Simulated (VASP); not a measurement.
# Cu12F in VASP: further runs

Runs on Cu12F. Level: PBE. Tasks: single point.

All numbers are computed with VASP 6.6.1; they aren't measurements. Logs are shortened: lines on timing, memory, paths and dates and some standing lists are left out, and cuts for length are marked.

## Step 1: The cell of the first run

The cell holds a slab with vacuum, 13 atoms: a = 5.132 Å, b = 5.132 Å, c = 19.028 Å, α = 90.00°, β = 90.00°, γ = 90.00°.

## Step 2: Single point, PBE

The input, INCAR:

```
PREC = Accurate
ENCUT = 520
EDIFF = 1E-6
ISMEAR = 0
SIGMA = 0.1
LREAL = F
LASPH = T
NELM = 80
ALGO = Normal
ISIF = 2
LWAVE = F
LCHARG = F
LDIPOL = T
IDIPOL = 3
DIPOL = 0.5 0.5 0.317
GGA = PE
NBANDS = 82
```

The input, KPOINTS:

```
Automatic mesh
0
Gamma
  5 5 1
```

The input, POSCAR:

```
Cu12F
1.0
    5.1319544646      0.0000000000      0.0000000000
    0.0000000000      5.1319544646      0.0000000000
    0.0000000000      0.0000000000     19.0279312465
Cu F
12 1
Direct
    0.2500000000      0.2500000000      0.2102172826
    0.2500000000      0.7500000000      0.2102172826
    0.7500000000      0.2500000000      0.2102172826
    0.7500000000      0.7500000000      0.2102172826
    0.0000000000      0.0000000000      0.3029241241
    0.0000000000      0.5000000000      0.3029241241
    0.5000000000      0.0000000000      0.3029241241
    0.5000000000      0.5000000000      0.3029241241
    0.2500000000      0.2500000000      0.3956253125
    0.2500000000      0.7500000000      0.3956253125
    0.7500000000      0.2500000000      0.3956253125
    0.7500000000      0.7500000000      0.3956253125
    0.2500000000      0.3333333333      0.4894157553
```

Potentials or basis: VASP PAW PBE potentials, release 64 (Cu, F).

The run is started by

```sh
$ cat potpaw_PBE.64/Cu/POTCAR potpaw_PBE.64/F/POTCAR > POTCAR
$ mpirun -np 1 vasp_std > vasp.out
```

OUTCAR:

```text
PREC = Accurate
   ENCUT = 520
   EDIFF = 1E-6
   ISMEAR = 0
   LREAL = F
   LASPH = T
   NELM = 80
   ISIF = 2
   GGA = PE

 ion  position               nearest neighbor table
   1  0.250  0.250  0.210-   5 2.53   6 2.53   7 2.53   8 2.53   2 2.57   3 2.57   2 2.57   3 2.57

   2  0.250  0.750  0.210-   5 2.53   6 2.53   7 2.53   8 2.53   1 2.57   4 2.57   1 2.57   4 2.57

   3  0.750  0.250  0.210-   5 2.53   6 2.53   7 2.53   8 2.53   1 2.57   4 2.57   4 2.57   1 2.57

   4  0.750  0.750  0.210-   5 2.53   6 2.53   7 2.53   8 2.53   2 2.57   3 2.57   3 2.57   2 2.57

   5  0.000  0.000  0.303-   9 2.53  10 2.53  11 2.53  12 2.53   1 2.53   2 2.53   3 2.53   4 2.53
                             6 2.57   7 2.57   6 2.57   7 2.57
   6  0.000  0.500  0.303-   9 2.53  10 2.53  11 2.53  12 2.53   1 2.53   2 2.53   3 2.53   4 2.53
                             5 2.57   8 2.57   5 2.57   8 2.57
   7  0.500  0.000  0.303-   9 2.53  10 2.53  11 2.53  12 2.53   1 2.53   2 2.53   3 2.53   4 2.53
                             5 2.57   8 2.57   8 2.57   5 2.57
   8  0.500  0.500  0.303-   9 2.53  10 2.53  11 2.53  12 2.53   1 2.53   2 2.53   3 2.53   4 2.53
                             6 2.57   7 2.57   7 2.57   6 2.57
   9  0.250  0.250  0.396-  13 1.84   6 2.53   7 2.53   8 2.53   5 2.53  11 2.57  10 2.57  10 2.57
                            11 2.57
  10  0.250  0.750  0.396-   5 2.53   6 2.53   7 2.53   8 2.53   9 2.57  12 2.57   9 2.57  12 2.57

  11  0.750  0.250  0.396-   5 2.53   6 2.53   7 2.53   8 2.53   9 2.57  12 2.57  12 2.57   9 2.57

  12  0.750  0.750  0.396-   5 2.53   6 2.53   7 2.53   8 2.53  10 2.57  11 2.57  11 2.57  10 2.57

  13  0.250  0.333  0.489-   9 1.84

  LATTYP: Found a simple tetragonal cell.
 ALAT       =     5.1319544646
 C/A-ratio  =     3.7077357911

  Lattice vectors:

 A1 = (   5.1319544646,   0.0000000000,   0.0000000000)
 A2 = (   0.0000000000,   5.1319544646,   0.0000000000)
 A3 = (   0.0000000000,   0.0000000000,  19.0279312465)

Analysis of symmetry for initial positions (statically):
=====================================================================
 Subroutine PRICEL returns:
 Original cell was already a primitive cell.

 Routine SETGRP: Setting up the symmetry group for a
 simple tetragonal supercell.

 Subroutine GETGRP returns: Found  2 space group operations
 (whereof  1 operations were pure point group operations)
 out of a pool of 16 trial point group operations.

The static configuration has the point symmetry C_1 .
 The point group associated with its full space group is C_1h.

Analysis of symmetry for dynamics (positions and initial velocities):
=====================================================================
 Subroutine PRICEL returns:
 Original cell was already a primitive cell.

 Routine SETGRP: Setting up the symmetry group for a
 simple tetragonal supercell.

 Subroutine GETGRP returns: Found  2 space group operations
 (whereof  1 operations were pure point group operations)
 out of a pool of 16 trial point group operations.

The dynamic configuration has the point symmetry C_1 .
 The point group associated with its full space group is C_1h.

 Subroutine INISYM returns: Found  2 space group operations
 (whereof  1 operations are pure point group operations),
 and found     1 'primitive' translations

----------------------------------------------------------------------------------------

                                     Primitive cell

  volume of cell :     501.1378

  direct lattice vectors                    reciprocal lattice vectors
     5.131954465  0.000000000  0.000000000     0.194857536  0.000000000  0.000000000
     0.000000000  5.131954465  0.000000000     0.000000000  0.194857536  0.000000000
     0.000000000  0.000000000 19.027931246     0.000000000  0.000000000  0.052554321

  length of vectors
     5.131954465  5.131954465 19.027931246     0.194857536  0.194857536  0.052554321

  position of ions in fractional coordinates (direct lattice)
     0.250000000  0.250000000  0.210217283
     0.250000000  0.750000000  0.210217283
     0.750000000  0.250000000  0.210217283
     0.750000000  0.750000000  0.210217283
     0.000000000  0.000000000  0.302924124
     0.000000000  0.500000000  0.302924124
     0.500000000  0.000000000  0.302924124
     0.500000000  0.500000000  0.302924124
     0.250000000  0.250000000  0.395625313
     0.250000000  0.750000000  0.395625313
     0.750000000  0.250000000  0.395625313
     0.750000000  0.750000000  0.395625313
     0.250000000  0.333333333  0.489415755

  ion indices of the primitive-cell ions
   primitive index   ion index
                 1           1
                 2           2
                 3           3
                 4           4
                 5           5
                 6           6
                 7           7
                 8           8
                 9           9
                10          10
                11          11
                12          12
                13          13

----------------------------------------------------------------------------------------

 KPOINTS: Automatic mesh

Automatic generation of k-mesh.
 Grid dimensions read from file:
 generate k-points for:    5    5    1

 Generating k-lattice:

  Cartesian coordinates                     Fractional coordinates (reciprocal lattice)
     0.038971507  0.000000000  0.000000000     0.200000000  0.000000000  0.000000000
     0.000000000  0.038971507  0.000000000     0.000000000  0.200000000  0.000000000
     0.000000000  0.000000000  0.052554321     0.000000000  0.000000000  1.000000000

  Length of vectors
     0.038971507  0.038971507  0.052554321

  Shift w.r.t. Gamma in fractional coordinates (k-lattice)
     0.000000000  0.000000000  0.000000000

 Subroutine IBZKPT returns following result:
 ===========================================

 Found      9 irreducible k-points:

 Following reciprocal coordinates:
            Coordinates               Weight
  0.000000  0.000000  0.000000      1.000000
  0.200000  0.000000  0.000000      2.000000
  0.000000  0.200000  0.000000      2.000000
  0.400000  0.000000  0.000000      2.000000
  0.000000  0.400000  0.000000      2.000000
  0.200000  0.200000  0.000000      4.000000
  0.400000  0.200000  0.000000      4.000000
 -0.200000  0.400000  0.000000      4.000000
  0.400000  0.400000  0.000000      4.000000
   k-points           NKPTS =      9   k-points in BZ     NKDIM =      9   number of bands    NBANDS=     82
   number of dos      NEDOS =    301   number of ions     NIONS =     13
   total plane-waves  NPLWV = 230400
   dimension x,y,z NGX =    40 NGY =   40 NGZ =  144
   dimension x,y,z NGXF=    80 NGYF=   80 NGZF=  288
   ions per type =              12   1
   NGX,Y,Z   is equivalent  to a cutoff of  12.96, 12.96, 12.58 a.u.
   NGXF,Y,Z  is equivalent  to a cutoff of  25.92, 25.92, 25.16 a.u.
 SYSTEM =  unknown system
   PREC   = accura    normal or accurate (medium, high low for compatibility)
   ISTART =      0    job   : 0-new  1-cont  2-samecut
   ICHARG =      2    charge: 1-file 2-atom 10-const
   ISPIN  =      1    spin polarized calculation?
   LNONCOLLINEAR =      F non collinear calculations
   LSORBIT =      F    spin-orbit coupling
   LASPH  =      T    aspherical Exc in radial PAW
   ENCUT  =  520.0 eV  38.22 Ry    6.18 a.u.   9.54  9.54 35.38*2*pi/ulx,y,z
   NELM   =     80;   NELMIN=  2; NELMDL= -5     # of ELM steps
   EDIFF  = 0.1E-05   stopping-criterion for ELM
   LREAL  =      F    real-space projection
   EDIFFG = 0.1E-04   stopping-criterion for IOM
   NSW    =      0    number of steps for IOM
   IBRION =     -1    ionic relax: 0-MD 1-quasi-New 2-CG
   NFREE  =      0    steps in history (QN), initial steepest desc. (CG)
   ISIF   =      2    stress and relaxation
   ISYM   =      2    0-nonsym 1-usesym 2-fastsym
   POTIM  = 0.5000    time-step for ionic-motion
   TEBEG  =    0.0;   TEEND  =   0.0 temperature during run
   PSTRESS=    0.0 pullay stress
   NELECT =     139.0000    total number of electrons
   NUPDOWN=      -1.0000    fix difference up-down
   EMIN   =  10.00;   EMAX   =-10.00  energy-range for DOS
   EFERMI =   0.00;   METHOD = LEGACY
   ISMEAR =     0;   SIGMA  =   0.10  broadening in eV -4-tet -1-fermi 0-gaus
   EFERMI_NEDOS =   21; number of points for ismear=-14 and -15
   IALGO  =     38    algorithm
   IMIX   =      4    mixing-type and parameters
     AMIX     =   0.40;   BMIX     =  1.00
     AMIX_MAG =   1.60;   BMIX_MAG =  1.00
  volume/ion in A,a.u.               =      38.55       260.14
  Fermi-wavevector in a.u.,A,eV,Ry     =   1.067646  2.017559 15.508853  1.139869
  Thomas-Fermi vector in A             =   2.203269
   LORBIT       =      0    0 simple, 1 ext, 2 COOP (PROOUT), +10 PAW based schemes
   GGA     = PE    functional components
   LHFCALC =     F    Hartree Fock is set to
   AEXX    =    0.0000 exact exchange contribution
   IVDW    =     0    specifies the selected vdW correction
   LEPSILON=     F    determine dielectric tensor
   LRPA    =     F    only Hartree local field effects (RPA)
 non-spin polarized calculation
 Gauss-broadening in eV      SIGMA  =   0.10
  energy-cutoff  :      520.00
  volume of cell :      501.14
 maximum number of plane-waves:     13595
 NGX is ok and might be reduce to    40
   NGX = 19   NGY = 19   NGZ = 71

 dipolmoment           0.000000      0.000000     -0.000006 electrons x Angstroem

 number of electron     138.9999784 magnetization

 dipolmoment           0.000000      0.000000      0.302224 electrons x Angstroem

 Free energy of the ion-electron system (eV)
  ---------------------------------------------------
  ext. energy  EPLUGINS =         0.00000000
  ---------------------------------------------------
  free energy    TOTEN  =       -44.20967579 eV

  energy without entropy =      -44.18898485  energy(sigma->0) =      -44.19933032

 E-fermi :  -1.6631     XC(G=0):  -4.7450

 val. band max:       -1.7004357740   @ k =   0.0000   0.0000   0.0000
 cond. band min:      -1.6572625400   @ k =   0.0000   0.0000   0.0000
 fundamental gap:      0.0431732339
 Fermi energy:        -1.6631105820

 k-point     1 :       0.0000    0.0000    0.0000
  band No.  band energies     occupation
      1     -23.2101      2.00000
      2      -9.9631      2.00000
      3      -7.3995      2.00000
      4      -6.4577      2.00000
      5      -6.4484      2.00000
      6      -6.2980      2.00000
[... 73 lines left out ...]
     80       2.8399      0.00000
     81       3.6991      0.00000

 k-point     2 :       0.2000    0.0000    0.0000
  band No.  band energies     occupation
      1     -23.2098      2.00000
      2      -9.7310      2.00000
      3      -7.2105      2.00000
      4      -6.9722      2.00000
      5      -6.3206      2.00000
      6      -6.2426      2.00000
[... 73 lines left out ...]
     80       3.0703      0.00000
     81       3.4397      0.00000
[... 502 lines left out ...]
     80       3.6410      0.00000
     81       3.7441      0.00000

 k-point     9 :       0.4000    0.4000    0.0000
  band No.  band energies     occupation
      1     -23.2088      2.00000
      2      -8.2077      2.00000
      3      -7.3188      2.00000
      4      -7.2833      2.00000
      5      -6.6295      2.00000
      6      -6.1829      2.00000
[... 73 lines left out ...]
     80       4.2754      0.00000
     81       4.2968      0.00000
 [bands above 81 left out]

------------------------ aborting loop because EDIFF is reached ----------------------------------------

 vacuum level on the upper side and lower side of the slab       (xc-potential included)         0.836        -1.190

  FORCE on cell =-STRESS in cart. coord.  units (eV):
  Direction    XX          YY          ZZ          XY          YZ          ZX
  --------------------------------------------------------------------------------------
  -------------------------------------------------------------------------------------
  Total       -3.3417536     -3.4141400      1.1234223      0.0000000      0.4126915      0.0000000
  in kB      -10.6838516    -10.9152766      3.5916703      0.0000000      1.3194074      0.0000000
  external PRESSURE =      -6.0024859 kB  Pullay stress =       0.0000000 kB

 VOLUME and BASIS-vectors are now :
 -----------------------------------------------------------------------------
  energy-cutoff  :      520.00
  volume of cell :      501.14
      direct lattice vectors                 reciprocal lattice vectors
     5.131954465  0.000000000  0.000000000     0.194857536  0.000000000  0.000000000
     0.000000000  5.131954465  0.000000000     0.000000000  0.194857536  0.000000000
     0.000000000  0.000000000 19.027931246     0.000000000  0.000000000  0.052554321

 POSITION                                       TOTAL-FORCE (eV/Angst)
 -----------------------------------------------------------------------------------
      1.28299      1.28299      4.00000         0.000000      0.019046     -0.036025
      1.28299      3.84897      4.00000         0.000000     -0.020070     -0.062346
      3.84897      1.28299      4.00000         0.000000      0.010019     -0.064766
      3.84897      3.84897      4.00000         0.000000     -0.009756     -0.065891
      0.00000      0.00000      5.76402         0.088848      0.029459      0.014276
      0.00000      2.56598      5.76402        -0.021303     -0.020239     -0.070976
      2.56598      0.00000      5.76402        -0.088848      0.029459      0.014276
      2.56598      2.56598      5.76402         0.021303     -0.020239     -0.070976
      1.28299      1.28299      7.52793         0.000000     -0.230143      0.116654
      1.28299      3.84897      7.52793         0.000000     -0.055959      0.164010
      3.84897      1.28299      7.52793         0.000000     -0.042011      0.044366
      3.84897      3.84897      7.52793         0.000000      0.061979     -0.119593
      1.28299      1.71065      9.31257         0.000000      0.248455      0.136991
 -----------------------------------------------------------------------------------
    total drift:                               -0.000000      0.000317     -0.001052

  FREE ENERGIE OF THE ION-ELECTRON SYSTEM (eV)
  ---------------------------------------------------
  free  energy   TOTEN  =       -44.2096757860 eV

  energy  without entropy=      -44.1889848517  energy(sigma->0) =      -44.19933032

 vacuum level on the upper side and lower side of the slab         4.792         2.716
```

Run time: 9.8 min. Hardware: 1 thread of AMD EPYC 9R45 (Zen 5), shared host; peak memory 0.63 GiB.

Results:

| Quantity | Value |
| --- | --- |
| Free energy | -44.2097 eV |
| Largest force | 0.284 eV/Å |
| Band gap on the k mesh | zero (an odd number of electrons rules out a gap without spin polarisation) |

Forces in eV/Å, atoms in the order of the input:
```
Cu   0.000  0.019 -0.036
Cu   0.000 -0.020 -0.062
Cu   0.000  0.010 -0.065
Cu   0.000 -0.010 -0.066
Cu   0.089  0.029  0.014
Cu  -0.021 -0.020 -0.071
Cu  -0.089  0.029  0.014
Cu   0.021 -0.020 -0.071
Cu   0.000 -0.230  0.117
Cu   0.000 -0.056  0.164
Cu   0.000 -0.042  0.044
Cu   0.000  0.062 -0.120
F    0.000  0.248  0.137
```

Levels at points of the mesh, in eV from the Fermi level:
| k point | band 67 | band 68 | band 69 | band 70 | band 71 | band 72 |
| --- | --- | --- | --- | --- | --- | --- |
| (0.00, 0.00, 0.00) | -0.28 | -0.11 | -0.04 | 0.01 | 0.01 | 0.39 |

Caveat: an odd number of electrons without spin polarisation forces a metal; a magnetic or distorted state may lie lower.

## Step 3: Single point, PBE

The input, INCAR:

```
ALGO = Fast ; DIPOL = 0.5 0.5 0.316
EDIFF = 1E-6 ; ENCUT = 520
GGA = PE ; IDIPOL = 3
ISIF = 2 ; ISMEAR = 0
LASPH = True ; LCHARG = True
LDIPOL = True ; LELF = True
LREAL = False ; LVACPOTAV = True
LVHAR = True ; LWAVE = False
NBANDS = 82 ; NELM = 60
PREC = Accurate ; SIGMA = 0.1
```

The input, KPOINTS:

```
k-points
0
Gamma
  5 5 1
```

POSCAR, as its differences from that of step 2:

```diff
@@ -20,2 +20,2 @@
     0.7500000000      0.7500000000      0.3956253125
-    0.2500000000      0.3333333333      0.4894157553
+    0.4166666667      0.5000000000      0.4682526122
```

Potentials or basis: VASP PAW PBE potentials, release 64 (Cu, F).

The run is started by

```sh
$ cat potpaw_PBE.64/Cu/POTCAR potpaw_PBE.64/F/POTCAR > POTCAR
$ mpirun -np 1 vasp_std > vasp.out
```

It took 26 min on 1 thread of Oxide Virtual Turin-like, shared host; peak memory 0.64 GiB.

The run converged. Its results:

```yaml
Free_energy: -44.5648 eV
Largest_force: 0.382 eV/Å
Band_gap_on_the_k_mesh: zero (an odd number of electrons rules out a gap without spin polarisation)
```

Forces in eV/Å, atoms in the order of the input:
```
Cu   0.018  0.029 -0.074
Cu   0.018 -0.029 -0.074
Cu  -0.018  0.017 -0.085
Cu  -0.018 -0.017 -0.085
Cu   0.136  0.000  0.259
Cu  -0.069  0.000 -0.033
Cu  -0.081  0.000 -0.002
Cu   0.075  0.000 -0.358
Cu  -0.166 -0.277  0.205
Cu  -0.166  0.277  0.205
Cu   0.121 -0.133  0.008
Cu   0.121  0.133  0.008
F    0.028  0.000  0.024
```

Levels at points of the mesh, in eV from the Fermi level:
| k point | band 66 | band 67 | band 68 | band 69 | band 70 | band 71 | band 72 | band 73 |
| --- | --- | --- | --- | --- | --- | --- | --- | --- |
| (0.00, 0.00, 0.00) | -0.98 | -0.50 | -0.07 | -0.07 | 0.04 | 0.05 | 0.16 | 1.00 |

Caveat: an odd number of electrons without spin polarisation forces a metal; a magnetic or distorted state may lie lower. With open d or f shells a metallic result of PBE can be an artefact of self-interaction; +U or a hybrid may open a gap.

The gap in the log of VASP goes by the Fermi energy; the results here count the filled bands.